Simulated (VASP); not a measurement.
# TaN (Fmm2) in VASP: a series of runs

TaN is run at these levels: PBE; tasks: single point.

All numbers are computed with VASP 6.6.1; they aren't measurements. Logs are shortened: lines on timing, memory, paths and dates and some standing lists are left out, and cuts for length are marked.

### Step 1. The cell of the first run

Symmetry: Fmm2, No. 42, orthorhombic system. The conventional cell has a = 4.262 Å, b = 4.725 Å, c = 4.262 Å, α = 90.00°, β = 90.00°, γ = 90.00°. Within 2.5 Å of Ta (site symmetry mm2) lie 6 N at 1.85 to 2.41 Å. N (site symmetry mm2) has 6 Ta at 1.85 to 2.41 Å within 2.5 Å.

### Step 2. Single point, PBE (atoms displaced along a vibrational mode, the cell strained)

Input file INCAR:

```
PREC = Accurate
ENCUT = 520
EDIFF = 1E-7
ISMEAR = 0
SIGMA = 0.15
LREAL = False
LASPH = True
NELM = 60
ALGO = Normal
ISIF = 2
LWAVE = False
LCHARG = False
GGA = PE
NBANDS = 15
```

Input file KPOINTS:

```
Automatic mesh
0
Gamma
  18 18 18
```

Input file POSCAR:

```
TaN
1.0
    0.0000000000      2.1308283279      2.3626801149
    2.1308283279      0.0000000000      2.3626801149
    2.1308283279      2.1308283279      0.0000000000
Ta N
1 1
Direct
    0.4952498232      0.5047501768      0.5047501768
    0.0613646338     -0.0613646338     -0.0613646338
```

Potentials or basis: VASP PAW PBE potentials, release 64 (Ta_pv, N).

Command:

```console
cat potpaw_PBE.64/Ta_pv/POTCAR potpaw_PBE.64/N/POTCAR > POTCAR
mpirun -np 1 vasp_std > vasp.out
```

OUTCAR:

```text
PREC = Accurate
   ENCUT = 520
   EDIFF = 1E-7
   ISMEAR = 0
   LREAL = False
   LASPH = True
   NELM = 60
   ISIF = 2
   GGA = PE

 ion  position               nearest neighbor table
   1  0.495  0.505  0.505-   2 1.85   2 2.15   2 2.15   2 2.38   2 2.38   2 2.41
   2  0.061  0.939  0.939-   1 1.85   1 2.15   1 2.15   1 2.38   1 2.38   1 2.41

  LATTYP: Found a body centered tetragonal cell.
 ALAT       =     3.0134463204
 C/A-ratio  =     1.5680917220

  Lattice vectors:

 A1 = (  -2.1308283279,   0.0000000000,   2.3626801149)
 A2 = (   2.1308283279,   0.0000000000,   2.3626801149)
 A3 = (   0.0000000000,   2.1308283279,  -2.3626801149)

Analysis of symmetry for initial positions (statically):
=====================================================================
 Subroutine PRICEL returns:
 Original cell was already a primitive cell.

 Routine SETGRP: Setting up the symmetry group for a
 body centered tetragonal supercell.

 Subroutine GETGRP returns: Found  4 space group operations
 (whereof  4 operations were pure point group operations)
 out of a pool of 16 trial point group operations.

The static configuration has the point symmetry C_2v.

Analysis of symmetry for dynamics (positions and initial velocities):
=====================================================================
 Subroutine PRICEL returns:
 Original cell was already a primitive cell.

 Routine SETGRP: Setting up the symmetry group for a
 body centered tetragonal supercell.

 Subroutine GETGRP returns: Found  4 space group operations
 (whereof  4 operations were pure point group operations)
 out of a pool of 16 trial point group operations.

The dynamic configuration has the point symmetry C_2v.

 Subroutine INISYM returns: Found  4 space group operations
 (whereof  4 operations are pure point group operations),
 and found     1 'primitive' translations

----------------------------------------------------------------------------------------

                                     Primitive cell

  volume of cell :      21.4552

  direct lattice vectors                    reciprocal lattice vectors
     0.000000000  2.130828328  2.362680115    -0.234650532  0.234650532  0.211624078
     2.130828328  0.000000000  2.362680115     0.234650532 -0.234650532  0.211624078
     2.130828328  2.130828328  0.000000000     0.234650532  0.234650532 -0.211624078

  length of vectors
     3.181616993  3.181616993  3.013446320     0.393581623  0.393581623  0.393581623

  position of ions in fractional coordinates (direct lattice)
     0.495249823  0.504750177  0.504750177
     0.061364634  0.938635366  0.938635366

  ion indices of the primitive-cell ions
   primitive index   ion index
                 1           1
                 2           2

----------------------------------------------------------------------------------------

 KPOINTS: Automatic mesh

Automatic generation of k-mesh.
 Grid dimensions read from file:
 generate k-points for:   18   18   18

 Generating k-lattice:

  Cartesian coordinates                     Fractional coordinates (reciprocal lattice)
    -0.013036141  0.013036141  0.011756893     0.055555556 -0.000000000  0.000000000
     0.013036141 -0.013036141  0.011756893    -0.000000000  0.055555556  0.000000000
     0.013036141  0.013036141 -0.011756893     0.000000000  0.000000000  0.055555556

  Length of vectors
     0.021865646  0.021865646  0.021865646

  Shift w.r.t. Gamma in fractional coordinates (k-lattice)
     0.000000000  0.000000000  0.000000000

 Subroutine IBZKPT returns following result:
 ===========================================

 Found    865 irreducible k-points:

 Following reciprocal coordinates:
            Coordinates               Weight
  0.000000  0.000000  0.000000      1.000000
  0.055556 -0.000000  0.000000      8.000000
  0.111111 -0.000000  0.000000      8.000000
  0.166667 -0.000000  0.000000      8.000000
  0.222222 -0.000000  0.000000      8.000000
  0.277778  0.000000  0.000000      8.000000
[... 16 lines left out ...]
 -0.277778  0.055556  0.000000      8.000000
 -0.222222  0.055556  0.000000      8.000000
 [... further k-points ...]
   k-points           NKPTS =    865   k-points in BZ     NKDIM =    865   number of bands    NBANDS=     15
   number of dos      NEDOS =    301   number of ions     NIONS =      2
   total plane-waves  NPLWV =  13824
   dimension x,y,z NGX =    24 NGY =   24 NGZ =   24
   dimension x,y,z NGXF=    48 NGYF=   48 NGZF=   48
   ions per type =               1   1
   NGX,Y,Z   is equivalent  to a cutoff of  12.54, 12.54, 13.24 a.u.
   NGXF,Y,Z  is equivalent  to a cutoff of  25.08, 25.08, 26.48 a.u.
 SYSTEM =  unknown system
   PREC   = accura    normal or accurate (medium, high low for compatibility)
   ISTART =      0    job   : 0-new  1-cont  2-samecut
   ICHARG =      2    charge: 1-file 2-atom 10-const
   ISPIN  =      1    spin polarized calculation?
   LNONCOLLINEAR =      F non collinear calculations
   LSORBIT =      F    spin-orbit coupling
   LASPH  =      T    aspherical Exc in radial PAW
   ENCUT  =  520.0 eV  38.22 Ry    6.18 a.u.   5.92  5.92  5.60*2*pi/ulx,y,z
   NELM   =     60;   NELMIN=  2; NELMDL= -5     # of ELM steps
   EDIFF  = 0.1E-06   stopping-criterion for ELM
   LREAL  =      F    real-space projection
   EDIFFG = 0.1E-05   stopping-criterion for IOM
   NSW    =      0    number of steps for IOM
   IBRION =     -1    ionic relax: 0-MD 1-quasi-New 2-CG
   NFREE  =      0    steps in history (QN), initial steepest desc. (CG)
   ISIF   =      2    stress and relaxation
   ISYM   =      2    0-nonsym 1-usesym 2-fastsym
   POTIM  = 0.5000    time-step for ionic-motion
   TEBEG  =    0.0;   TEEND  =   0.0 temperature during run
   PSTRESS=    0.0 pullay stress
   NELECT =      16.0000    total number of electrons
   NUPDOWN=      -1.0000    fix difference up-down
   EMIN   =  10.00;   EMAX   =-10.00  energy-range for DOS
   EFERMI =   0.00;   METHOD = LEGACY
   ISMEAR =     0;   SIGMA  =   0.15  broadening in eV -4-tet -1-fermi 0-gaus
   EFERMI_NEDOS =   21; number of points for ismear=-14 and -15
   IALGO  =     38    algorithm
   IMIX   =      4    mixing-type and parameters
     AMIX     =   0.40;   BMIX     =  1.00
     AMIX_MAG =   1.60;   BMIX_MAG =  1.00
  volume/ion in A,a.u.               =      10.73        72.39
  Fermi-wavevector in a.u.,A,eV,Ry     =   1.484582  2.805453 29.987022  2.203984
  Thomas-Fermi vector in A             =   2.598101
   LORBIT       =      0    0 simple, 1 ext, 2 COOP (PROOUT), +10 PAW based schemes
   GGA     = PE    functional components
   LHFCALC =     F    Hartree Fock is set to
   AEXX    =    0.0000 exact exchange contribution
   IVDW    =     0    specifies the selected vdW correction
   LEPSILON=     F    determine dielectric tensor
   LRPA    =     F    only Hartree local field effects (RPA)
 non-spin polarized calculation
 Gauss-broadening in eV      SIGMA  =   0.15
  energy-cutoff  :      520.00
  volume of cell :       21.46
 maximum number of plane-waves:       601
   NGX = 11   NGY = 11   NGZ = 11

 number of electron      16.0000001 magnetization

 Free energy of the ion-electron system (eV)
  ---------------------------------------------------
  ext. energy  EPLUGINS =         0.00000000
  ---------------------------------------------------
  free energy    TOTEN  =       -21.00190796 eV

  energy without entropy =      -20.99233778  energy(sigma->0) =      -20.99712287

 E-fermi :   9.2431     XC(G=0): -13.3276

 val. band max:        9.2421187689   @ k =  -0.2222   0.1111   0.0000
 cond. band min:       9.2532221654   @ k =   0.3333   0.0556   0.1667
 fundamental gap:      0.0111033965
 Fermi energy:         9.2431237564

 k-point     1 :       0.0000    0.0000    0.0000
  band No.  band energies     occupation
      1     -26.3476      2.00000
      2     -26.2205      2.00000
      3     -26.1404      2.00000
      4      -9.3926      2.00000
      5       3.7570      2.00000
      6       4.4087      2.00000
      7       4.4324      2.00000
      8       7.9662      2.00000
      9       8.0540      2.00000
     10       8.8117      1.99995
     11       8.9995      1.97839
     12      11.4516      0.00000
     13      12.5406      0.00000
     14      18.7468      0.00000
     15      22.0296      0.00000

 k-point     2 :       0.0556   -0.0000    0.0000
  band No.  band energies     occupation
      1     -26.3621      2.00000
      2     -26.2292      2.00000
      3     -26.1511      2.00000
      4      -9.3174      2.00000
      5       3.5595      2.00000
      6       4.1328      2.00000
      7       4.5872      2.00000
      8       7.9042      2.00000
      9       8.0143      2.00000
     10       8.6818      2.00000
     11       9.3085      0.53747
     12      11.7744      0.00000
     13      12.7770      0.00000
     14      18.9819      0.00000
     15      22.0294      0.00000

 k-point     3 :       0.1111   -0.0000    0.0000
  band No.  band energies     occupation
      1     -26.4152      2.00000
      2     -26.2519      2.00000
      3     -26.1721      2.00000
      4      -9.0987      2.00000
      5       3.0418      2.00000
      6       3.8045      2.00000
      7       4.5030      2.00000
      8       7.8042      2.00000
      9       8.0525      2.00000
     10       8.5815      2.00000
     11       9.9751      0.00000
     12      12.5230      0.00000
     13      13.4057      0.00000
     14      19.6415      0.00000
     15      22.0291      0.00000

 k-point     4 :       0.1667   -0.0000    0.0000
  band No.  band energies     occupation
      1     -26.5171      2.00000
      2     -26.2774      2.00000
      3     -26.1903      2.00000
      4      -8.7569      2.00000
      5       2.3706      2.00000
      6       3.4054      2.00000
      7       4.1514      2.00000
      8       7.8400      2.00000
      9       8.2676      2.00000
     10       8.7328      2.00000
     11      10.7786      0.00000
     12      13.4532      0.00000
     13      14.2523      0.00000
     14      20.5723      0.00000
     15      22.0285      0.00000
[... 307 lines left out ...]
 k-point    22 :      -0.3333    0.0556    0.0000
  band No.  band energies     occupation
      1     -27.0057      2.00000
      2     -26.3588      2.00000
      3     -26.2218      2.00000
      4      -7.0803      2.00000
      5       0.0082      2.00000
      6       2.1297      2.00000
      7       2.2797      2.00000
      8       9.3706      0.22950
      9      10.1575      0.00000
     10      10.9637      0.00000
     11      12.6457      0.00000
     12      15.4651      0.00000
     13      17.7819      0.00000
     14      20.9633      0.00000
     15      22.0381      0.00000

 k-point    23 :      -0.2778    0.0556    0.0000
  band No.  band energies     occupation
      1     -26.8872      2.00000
      2     -26.3352      2.00000
      3     -26.2144      2.00000
      4      -7.5359      2.00000
      5       0.6131      2.00000
      6       2.4539      2.00000
      7       2.6603      2.00000
      8       8.8009      1.99997
      9       9.5460      0.00429
     10      10.1274      0.00000
     11      12.0003      0.00000
     12      15.5586      0.00000
     13      17.0536      0.00000
     14      21.4195      0.00000
     15      22.0390      0.00000

 k-point    24 :      -0.2222    0.0556    0.0000
  band No.  band energies     occupation
      1     -26.7486      2.00000
      2     -26.3083      2.00000
      3     -26.2069      2.00000
      4      -8.0214      2.00000
      5       1.2906      2.00000
      6       2.8588      2.00000
      7       3.1479      2.00000
      8       8.3606      2.00000
      9       8.9932      1.98154
     10       9.3671      0.24252
     11      11.2243      0.00000
     12      15.1545      0.00000
     13      16.0964      0.00000
     14      21.6527      0.00000
     15      22.0334      0.00000

 [... further k-points ...]

------------------------ aborting loop because EDIFF is reached ----------------------------------------

  FORCE on cell =-STRESS in cart. coord.  units (eV):
  Direction    XX          YY          ZZ          XY          YZ          ZX
  --------------------------------------------------------------------------------------
  -------------------------------------------------------------------------------------
  Total       10.0517812      3.3715306     -1.7375809      0.0000000      0.0000000      0.0000000
  in kB      750.6228166    251.7710790   -129.7548983      0.0000000      0.0000000      0.0000000
  external PRESSURE =     290.8796658 kB  Pullay stress =       0.0000000 kB

 VOLUME and BASIS-vectors are now :
 -----------------------------------------------------------------------------
  energy-cutoff  :      520.00
  volume of cell :       21.46
      direct lattice vectors                 reciprocal lattice vectors
     0.000000000  2.130828328  2.362680115    -0.234650532  0.234650532  0.211624078
     2.130828328  0.000000000  2.362680115     0.234650532 -0.234650532  0.211624078
     2.130828328  2.130828328  0.000000000     0.234650532  0.234650532 -0.211624078

 POSITION                                       TOTAL-FORCE (eV/Angst)
 -----------------------------------------------------------------------------------
      2.15107      2.13083      2.36268        -5.197612      0.000000      0.000000
      4.00014      2.13083      2.36268         5.197612      0.000000      0.000000
 -----------------------------------------------------------------------------------
    total drift:                               -0.000128     -0.000000     -0.000000

  FREE ENERGIE OF THE ION-ELECTRON SYSTEM (eV)
  ---------------------------------------------------
  free  energy   TOTEN  =       -21.0019079592 eV

  energy  without entropy=      -20.9923377798  energy(sigma->0) =      -20.99712287
```

It took 80 s on 1 thread of Intel Xeon 6975P-C (Granite Rapids), shared host; peak memory 0.38 GiB.

What came out:

- Free energy: -21.0019 eV
- Pressure: 29.1 GPa
- Largest force: 5.198 eV/Å
- Band gap on the k mesh: zero (bands 8 and 9 overlap by 3.06 eV)

Forces in eV/Å, atoms in the order of the input:
```
Ta  -5.198  0.000  0.000
N    5.198  0.000  0.000
```

Caveat: the cell differs from its parent crystal (atoms displaced along a vibrational mode, the cell strained); the cell stands under pressure; spin-orbit coupling is left out, which moves the levels of the heavy elements; forces of over 1 eV/Å act on the atoms, so gaps and moduli don't describe the material at rest.

### Step 3. Single point, PBE (atoms displaced along a vibrational mode, the cell strained)

Input file INCAR:

```
  ALGO = Normal
  EDIFF = 1E-7
  ENCUT = 520
  GGA = PE
  ISIF = 2
  ISMEAR = 0
  LASPH = T
  LCHARG = F
  LREAL = F
  LWAVE = F
  NBANDS = 15
  NELM = 60
  PREC = Accurate
  SIGMA = 0.15
```

Input file KPOINTS:

```
k-points
0
Gamma
  18 18 18
```

Input file POSCAR:

```
TaN
1.0
    0.0000000000      2.2853961859      2.0535443989
    2.2853961859      0.0000000000      2.0535443989
    2.2853961859      2.2853961859      0.0000000000
Ta N
1 1
Direct
    0.4952498232      0.5047501768      0.5047501768
    0.0613646338     -0.0613646338     -0.0613646338
```

Potentials or basis: VASP PAW PBE potentials, release 64 (Ta_pv, N).

Command:

```console
cat potpaw_PBE.64/Ta_pv/POTCAR potpaw_PBE.64/N/POTCAR > POTCAR
mpirun -np 1 vasp_std > vasp.out
```

OUTCAR:

```text
EDIFF = 1E-7
   ENCUT = 520
   GGA = PE
   ISIF = 2
   ISMEAR = 0
   LASPH = T
   LREAL = F
   NELM = 60
   PREC = Accurate

 ion  position               nearest neighbor table
   1  0.495  0.505  0.505-   2 1.98   2 2.08   2 2.08   2 2.31   2 2.31   2 2.59
   2  0.061  0.939  0.939-   1 1.98   1 2.08   1 2.08   1 2.31   1 2.31   1 2.59

  LATTYP: Found a body centered tetragonal cell.
 ALAT       =     3.2320382815
 C/A-ratio  =     1.2707426212

  Lattice vectors:

 A1 = (   0.0000000000,  -2.2853961859,  -2.0535443989)
 A2 = (   0.0000000000,   2.2853961859,  -2.0535443989)
 A3 = (   2.2853961859,   0.0000000000,   2.0535443989)

Analysis of symmetry for initial positions (statically):
=====================================================================
 Subroutine PRICEL returns:
 Original cell was already a primitive cell.

 Routine SETGRP: Setting up the symmetry group for a
 body centered tetragonal supercell.

 Subroutine GETGRP returns: Found  4 space group operations
 (whereof  4 operations were pure point group operations)
 out of a pool of 16 trial point group operations.

The static configuration has the point symmetry C_2v.

Analysis of symmetry for dynamics (positions and initial velocities):
[... 175 lines left out ...]
      8       7.1461      2.00000
      9       8.5876      2.00000
     10       9.2538      1.18008
     11       9.2974      0.85459
     12      10.6467      0.00000
     13      12.9801      0.00000
     14      18.7469      0.00000
[... 401 lines left out ...]
      2     -26.2975      2.00000
      3     -26.2267      2.00000
      4      -8.2835      2.00000
      5       1.4609      2.00000
      6       2.9519      2.00000
      7       3.6042      2.00000
      8       7.9703      2.00000
      9       9.3254      0.65445
     10       9.5153      0.02523
     11      12.6066      0.00000
     12      13.7879      0.00000
     13      15.0710      0.00000
     14      21.5976      0.00000
     15      22.0158      0.00000

 [... further k-points ...]

------------------------ aborting loop because EDIFF is reached ----------------------------------------

  FORCE on cell =-STRESS in cart. coord.  units (eV):
  Direction    XX          YY          ZZ          XY          YZ          ZX
  --------------------------------------------------------------------------------------
  -------------------------------------------------------------------------------------
  Total        3.4296570     -1.4060864      6.8523505      0.0000000      0.0000000      0.0000000
  in kB      256.1557963   -105.0184235    511.7914894      0.0000000      0.0000000      0.0000000
  external PRESSURE =     220.9762874 kB  Pullay stress =       0.0000000 kB

 VOLUME and BASIS-vectors are now :
 -----------------------------------------------------------------------------
  energy-cutoff  :      520.00
  volume of cell :       21.45
      direct lattice vectors                 reciprocal lattice vectors
     0.000000000  2.285396186  2.053544399    -0.218780447  0.218780447  0.243481466
     2.285396186  0.000000000  2.053544399     0.218780447 -0.218780447  0.243481466
     2.285396186  2.285396186  0.000000000     0.218780447  0.218780447 -0.243481466

 POSITION                                       TOTAL-FORCE (eV/Angst)
 -----------------------------------------------------------------------------------
      2.30711      2.28540      2.05354        -1.759839      0.000000      0.000000
      4.29031      2.28540      2.05354         1.759839      0.000000      0.000000
 -----------------------------------------------------------------------------------
    total drift:                               -0.000115      0.000000      0.000000

  FREE ENERGIE OF THE ION-ELECTRON SYSTEM (eV)
  ---------------------------------------------------
  free  energy   TOTEN  =       -21.3098717633 eV

  energy  without entropy=      -21.2997581640  energy(sigma->0) =      -21.30481496
```

It took 83 s on 1 thread of Intel Xeon 6975P-C (Granite Rapids), shared host; peak memory 0.37 GiB.

Results:

| Item | Value |
| --- | --- |
| Free energy | -21.3099 eV |
| Pressure | 22.1 GPa |
| Largest force | 1.760 eV/Å |
| Band gap on the k mesh | zero (bands 8 and 9 overlap by 2.86 eV) |

Forces on the atoms (eV/Å):
```
Ta  -1.760  0.000  0.000
N    1.760  0.000  0.000
```

Caveat: the cell differs from its parent crystal (atoms displaced along a vibrational mode, the cell strained); the cell stands under pressure; spin-orbit coupling is left out, which moves the levels of the heavy elements; forces of over 1 eV/Å act on the atoms, so gaps and moduli don't describe the material at rest.

[end of part 1 of 2]
